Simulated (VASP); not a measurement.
# Pt in VASP: a series of runs, part 2 of 2

VASP 6.6.1.

**4. Single point, r2SCAN**

Input file POSCAR:

```
Pt
1.0
    2.7606656158      0.0000000000      0.0000000000
   -1.3803328079      2.3908065546      0.0000000000
    0.0000000000      0.0000000000      4.7921340000
Pt
2
Direct
    0.3284440000      0.6879730000      0.2528560000
    0.6733180000      0.3227900000      0.7433810000
```

Input file INCAR.step1:

```
PREC     = Accurate       # precision mode
ENCUT    = 520            # plane-wave cutoff, eV
ISMEAR   = 0              # smearing method
SIGMA    = 0.025          # smearing width, eV
LREAL    = F              # projectors in reciprocal space
LASPH    = T              # aspherical terms in the spheres
NELM     = 100            # most SCF steps
NBANDS   = 17             # bands
GGA      = PE             # functional
ALGO     = Normal         # electronic algorithm
EDIFF    = 1E-4           # SCF threshold, eV
LWAVE    = T              # write WAVECAR
LCHARG   = F              # write CHGCAR
```

Input file INCAR.step2:

```
PREC     = Accurate       # precision mode
ENCUT    = 520            # plane-wave cutoff, eV
EDIFF    = 1E-6           # SCF threshold, eV
ISMEAR   = 0              # smearing method
SIGMA    = 0.025          # smearing width, eV
LREAL    = F              # projectors in reciprocal space
LASPH    = T              # aspherical terms in the spheres
NELM     = 100            # most SCF steps
ALGO     = Normal         # electronic algorithm
ISIF     = 2              # what is computed and relaxed
LWAVE    = F              # write WAVECAR
LCHARG   = F              # write CHGCAR
METAGGA  = R2SCAN         # meta-GGA
LMIXTAU  = T            
NBANDS   = 17             # bands
ISTART   = 1
```

Input file KPOINTS:

```
Automatic mesh
0
Gamma
  8 8 4
```

The run is started by

```sh
cat potpaw_PBE.64/Pt/POTCAR > POTCAR
cp INCAR.step1 INCAR
mpirun -np 1 vasp_std > vasp.out
cp INCAR.step2 INCAR
mpirun -np 1 vasp_std > vasp.out
```

Wall time 82 s (1 thread of Intel Xeon 6975P-C (Granite Rapids), shared host); peak memory 0.2 GiB.

The run converged. Its results:

* Free energy: -102.8113 eV
* Pressure: -5.3 GPa
* Largest force: 0.462 eV/Å
* Band gap on the k mesh: zero (band 10 reaches 10.65 eV, above the bottom of band 11 at 9.27 eV)

Forces in eV/Å, atoms in the order of the input:
```
Pt  -0.104  0.031 -0.449
Pt   0.104 -0.031  0.449
```

Stress tensor (GPa, compression positive):
```
-4.95 -0.41 -0.11
-0.41 -5.28  0.22
-0.11  0.22 -5.60
```

Levels at points of the mesh, in eV from the Fermi level:
| k point | band 6 | band 7 | band 8 | band 9 | band 10 | band 11 | band 12 | band 13 | band 14 | band 15 |
| --- | --- | --- | --- | --- | --- | --- | --- | --- | --- | --- |
| (0.00, 0.00, 0.00) | -3.16 | -3.06 | -2.07 | -1.64 | -0.48 | -0.46 | -0.03 | 4.96 | 16.10 | 16.64 |
| (0.50, 0.00, 0.00) | -2.96 | -2.60 | -0.08 | 0.34 | 0.56 | 2.54 | 3.94 | 7.78 | 9.54 | 9.95 |
| (0.00, 0.50, 0.00) | -2.91 | -2.76 | -0.07 | 0.32 | 0.58 | 2.65 | 3.84 | 7.95 | 9.77 | 9.86 |
| (0.50, 0.50, 0.00) | -2.98 | -2.19 | 0.03 | 0.39 | 0.50 | 2.23 | 4.22 | 7.37 | 8.69 | 10.45 |
| (0.00, 0.00, 0.50) | -3.49 | -3.47 | -3.44 | -0.99 | -0.83 | -0.80 | -0.72 | 12.17 | 13.00 | 16.47 |
| (0.50, 0.00, 0.50) | -1.72 | -0.70 | -0.61 | 0.45 | 0.48 | 1.74 | 1.92 | 6.83 | 6.99 | 14.61 |
| (0.00, 0.50, 0.50) | -1.70 | -0.56 | -0.47 | 0.44 | 0.48 | 1.60 | 1.78 | 6.93 | 7.08 | 14.47 |
| (0.50, 0.50, 0.50) | -1.74 | -1.14 | -1.07 | 0.46 | 0.48 | 2.11 | 2.31 | 6.54 | 6.71 | 15.15 |

Caveat: the PAW data sets were made with another functional, which shifts forces and pressure a little; spin-orbit coupling is left out, which moves the levels of the heavy elements.

**5. Single point, r2SCAN**

POSCAR is that of step 4.

Input file INCAR.step1:

```
PREC     = Accurate       # precision mode
ENCUT    = 520            # plane-wave cutoff, eV
ISMEAR   = 0              # smearing method
SIGMA    = 0.01           # smearing width, eV
LREAL    = False          # projectors in reciprocal space
LASPH    = True           # aspherical terms in the spheres
NELM     = 80             # most SCF steps
NBANDS   = 17             # bands
GGA      = PE             # functional
ALGO     = Normal         # electronic algorithm
EDIFF    = 1E-4           # SCF threshold, eV
LWAVE    = True           # write WAVECAR
LCHARG   = False          # write CHGCAR
```

Input file INCAR.step2:

```
PREC     = Accurate       # precision mode
ENCUT    = 520            # plane-wave cutoff, eV
EDIFF    = 1E-7           # SCF threshold, eV
ISMEAR   = 0              # smearing method
SIGMA    = 0.01           # smearing width, eV
LREAL    = False          # projectors in reciprocal space
LASPH    = True           # aspherical terms in the spheres
NELM     = 80             # most SCF steps
ALGO     = Normal         # electronic algorithm
ISIF     = 2              # what is computed and relaxed
LWAVE    = False          # write WAVECAR
LCHARG   = False          # write CHGCAR
METAGGA  = R2SCAN         # meta-GGA
LMIXTAU  = True         
NBANDS   = 17             # bands
ISTART   = 1
```

Input file KPOINTS:

```
regular mesh
0
Gamma
  8 8 4
```

The run is started by

```sh
cat potpaw_PBE.64/Pt/POTCAR > POTCAR
cp INCAR.step1 INCAR
mpirun -np 1 vasp_std > vasp.out
cp INCAR.step2 INCAR
mpirun -np 1 vasp_std > vasp.out
```

Wall time 82 s (1 thread of Intel Xeon 6975P-C (Granite Rapids), shared host); peak memory 0.19 GiB.

Results (log left out):

| Quantity | Value |
| --- | --- |
| Free energy | -102.8106 eV |
| Pressure | -5.3 GPa |
| Largest force | 0.466 eV/Å |
| Band gap on the k mesh | zero (band 10 reaches 10.65 eV, above the bottom of band 11 at 9.27 eV) |

Forces on the atoms (eV/Å):
```
Pt  -0.108  0.029 -0.453
Pt   0.108 -0.029  0.453
```

Stress tensor (GPa, compression positive):
```
-5.02 -0.42 -0.13
-0.42 -5.25  0.19
-0.13  0.19 -5.53
```

Levels at points of the mesh, in eV from the Fermi level:
```
           k point  band 6  band 7  band 8  band 9  band 10  band 11  band 12  band 13  band 14  band 15
(0.00, 0.00, 0.00)   -3.16   -3.06   -2.07   -1.64    -0.48    -0.46    -0.04     4.96    16.10    16.63
(0.50, 0.00, 0.00)   -2.96   -2.61   -0.08    0.34     0.56     2.54     3.94     7.78     9.54     9.95
(0.00, 0.50, 0.00)   -2.91   -2.76   -0.07    0.32     0.58     2.65     3.84     7.95     9.76     9.86
(0.50, 0.50, 0.00)   -2.98   -2.19    0.02    0.39     0.50     2.23     4.22     7.37     8.69    10.45
(0.00, 0.00, 0.50)   -3.49   -3.47   -3.44   -0.99    -0.83    -0.80    -0.72    12.17    13.00    16.47
(0.50, 0.00, 0.50)   -1.72   -0.70   -0.61    0.44     0.48     1.74     1.92     6.83     6.99    14.61
(0.00, 0.50, 0.50)   -1.70   -0.56   -0.47    0.44     0.48     1.60     1.77     6.93     7.08    14.47
(0.50, 0.50, 0.50)   -1.74   -1.14   -1.07    0.46     0.48     2.11     2.31     6.54     6.71    15.15
```

Caveat: the PAW data sets were made with another functional, which shifts forces and pressure a little; spin-orbit coupling is left out, which moves the levels of the heavy elements.

**6. Single point, r2SCAN**

POSCAR is that of step 5.

Input file INCAR.step1:

```
PREC = Accurate
ENCUT = 520
ISMEAR = 0
SIGMA = 0.005
LREAL = F
LASPH = T
NELM = 100
NBANDS = 17
GGA = PE
ALGO = Normal
EDIFF = 1E-4
LWAVE = T
LCHARG = F
```

Input file INCAR.step2:

```
PREC = Accurate
ENCUT = 520
EDIFF = 1E-6
ISMEAR = 0
SIGMA = 0.005
LREAL = F
LASPH = T
NELM = 100
ALGO = Normal
ISIF = 2
LWAVE = F
LCHARG = T
METAGGA = R2SCAN
LMIXTAU = T
LELF = T
LVHAR = T
NBANDS = 17
ISTART = 1
```

Input file KPOINTS:

```
Automatic mesh
0
Gamma
  8 8 4
```

Potentials or basis: VASP PAW PBE potentials, release 64 (Pt).

The run is started by

```sh
cat potpaw_PBE.64/Pt/POTCAR > POTCAR
cp INCAR.step1 INCAR
mpirun -np 1 vasp_std > vasp.out
cp INCAR.step2 INCAR
mpirun -np 1 vasp_std > vasp.out
```

It took 73 s on 1 thread of Intel Xeon 6975P-C (Granite Rapids), shared host; peak memory 0.2 GiB.

It converged, with:

```
Free energy            : -102.8105 eV
Pressure               : -5.3 GPa
Largest force          : 0.466 eV/Å
Band gap on the k mesh : zero (band 10 reaches 10.65 eV, above the bottom of band 11 at 9.27 eV)
```

Forces in eV/Å, atoms in the order of the input:
```
Pt  -0.109  0.029 -0.452
Pt   0.109 -0.029  0.452
```

Stress tensor (GPa, compression positive):
```
-5.05 -0.43 -0.13
-0.43 -5.24  0.19
-0.13  0.19 -5.52
```

Levels at points of the mesh, in eV from the Fermi level:
```csv
k point,band 6,band 7,band 8,band 9,band 10,band 11,band 12,band 13,band 14,band 15
"(0.00, 0.00, 0.00)",-3.16,-3.06,-2.07,-1.64,-0.48,-0.46,-0.04,4.96,16.10,16.63
"(0.50, 0.00, 0.00)",-2.96,-2.61,-0.08,0.34,0.56,2.54,3.94,7.78,9.54,9.95
"(0.00, 0.50, 0.00)",-2.91,-2.76,-0.07,0.32,0.58,2.65,3.84,7.95,9.76,9.86
"(0.50, 0.50, 0.00)",-2.98,-2.19,0.02,0.39,0.50,2.23,4.22,7.37,8.69,10.45
"(0.00, 0.00, 0.50)",-3.49,-3.47,-3.44,-0.99,-0.83,-0.80,-0.72,12.17,13.00,16.47
"(0.50, 0.00, 0.50)",-1.72,-0.70,-0.61,0.44,0.48,1.74,1.92,6.83,6.99,14.61
"(0.00, 0.50, 0.50)",-1.70,-0.56,-0.47,0.44,0.48,1.60,1.77,6.93,7.08,14.47
"(0.50, 0.50, 0.50)",-1.74,-1.14,-1.07,0.46,0.48,2.11,2.31,6.54,6.71,15.15
```

Caveat: the PAW data sets were made with another functional, which shifts forces and pressure a little; spin-orbit coupling is left out, which moves the levels of the heavy elements.

**7. The runs side by side**

```tsv
level	k mesh	smearing	gap on the mesh (eV)	pressure (GPa)	largest force (eV/Å)
PBE	11 × 11 × 6	fermi-dirac 0.05 eV	none	-1.1	-
r2SCAN	8 × 8 × 4	gaussian 0.05 eV	none	-5.3	0.45
r2SCAN	8 × 8 × 4	gaussian 0.025 eV	none	-5.3	0.46
r2SCAN	8 × 8 × 4	gaussian 0.01 eV	none	-5.3	0.47
r2SCAN	8 × 8 × 4	gaussian 0.005 eV	none	-5.3	0.47
```

Some of these runs hold the atoms at other places in the same cell, which the table doesn't show; runs alike in all that it shows share one row.

Alike in all rows: task single point; potentials or basis VASP PAW PBE potentials, release 64 (Pt); no spin polarisation; cell as given; cutoff (eV) 520.

Every run on the cell as given and a fine mesh finds a metal. The pressure there spans -5.3 GPa (r2SCAN) to -1.1 GPa (PBE); a positive pressure means that this level wants a larger cell, a negative one a smaller.

Caveats: spin-orbit coupling is left out, which moves the levels of the heavy elements; the PAW data sets were made with another functional, which shifts forces and pressure a little (some runs).

Total energies depend on the potentials used, so only differences within one code and one set of settings carry meaning.
